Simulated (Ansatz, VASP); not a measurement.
## One calculation of TiCo, two programs

POSCAR

```
TiCo
1.0
    0.0000000000      2.4150006822      2.4150006822
    2.4150006822      0.0000000000      2.4150006822
    2.4150006822      2.4150006822      0.0000000000
Ti Co
1 1
Direct
    0.0000000000      0.0000000000      0.0000000000
    0.7500000000      0.7500000000      0.7500000000
```

Contents of INCAR.step1:

```
  PREC = Accurate
  ENCUT = 600
  ISMEAR = 0
  SIGMA = 0.1
  LREAL = F
  LASPH = T
  NELM = 150
  ISPIN = 2
  MAGMOM = -0.35 0
  LMAXMIX = 4
  GGA = PE
  ALGO = Normal
  EDIFF = 1E-4
  LWAVE = T
  LCHARG = F
```

File INCAR.step2:

```
  PREC = Accurate
  ENCUT = 600
  EDIFF = 1E-6
  ISMEAR = 0
  SIGMA = 0.1
  LREAL = F
  LASPH = T
  NELM = 150
  ALGO = Normal
  ISIF = 3
  LWAVE = F
  LCHARG = F
  ISPIN = 2
  MAGMOM = -0.35 0
  LORBIT = 11
  LMAXMIX = 4
  METAGGA = R2SCAN
  LMIXTAU = T
  IBRION = 2
  NSW = 90
  EDIFFG = -0.04
  ISTART = 1
```

File KPOINTS:

```
regular mesh
0
Gamma
  6 6 6
```

Input for Ansatz:

```yaml
crystal:
  lattice:
    - [0.0, 2.4150006822, 2.4150006822]
    - [2.4150006822, 0.0, 2.4150006822]
    - [2.4150006822, 2.4150006822, 0.0]
  atoms:
    - { symbol: Ti, position: [0.0, 0.0, 0.0], spin: -0.35 }
    - { symbol: Co, position: [0.75, 0.75, 0.75] }
basis:
  ecutwfc: 500
kpoints:
  mp_grid: { grid: [6, 6, 6] }
hamiltonian:
  xc: r2scan
scf:
  occupations: { method: gaussian, width: 0.1 }
  lower_state_search: "off"
output:
  forces: true
  stress: true
  eigenvalues: true
  populations: true
magnetization:
  spin_polarized: true
relax:
  adjacent_minimum: "off"
  f_tol: 0.04
  max_steps: 70
  cell: { stress_tol: 0.4 }
```

Alike in both runs: task relaxation of cell and atoms; functional r2SCAN; k mesh 6 × 6 × 6; occupations gaussian, width 0.1 eV; collinear spin.

|  | VASP | Ansatz |
| --- | --- | --- |
| version | VASP 6.6.1 | Ansatz 0.2.0 |
| potentials or method | VASP PAW PBE potentials, release 64 (Ti_sv, Co), cutoff 600 eV | scalar-relativistic, plane waves, PAW |
| valence electrons in the cell | 21 | 29 |

```csv
,VASP,Ansatz,Ansatz less VASP
"gap on the k mesh at the Fermi level, each at its own relaxed structure (eV)",none,none,-
net moment per atom (μB),0.37,0.36,-0.015
size of the moment on the site where the two differ most (μB),0.71,0.54,-0.171
relaxed volume (Å³/atom),18.30,18.21,-0.092
relaxed length of the cell vector where the two differ most in proportion (Å),3.727,3.721,-0.0063
```

VASP's potentials were made for PBE, not for r2SCAN. Site moments also hang on the region over which each program counts them. A gap of «none» marks a metal or a gap that the smearing closes. VASP's potentials hold 21 valence electrons a cell and Ansatz's 29, so a difference there can come from the potentials and not from the codes.

The k mesh is coarse, so the values compare programs but aren't converged. Noted on VASP's run: the volume moved by over 15 % at a fixed basis, so the end points are rough.
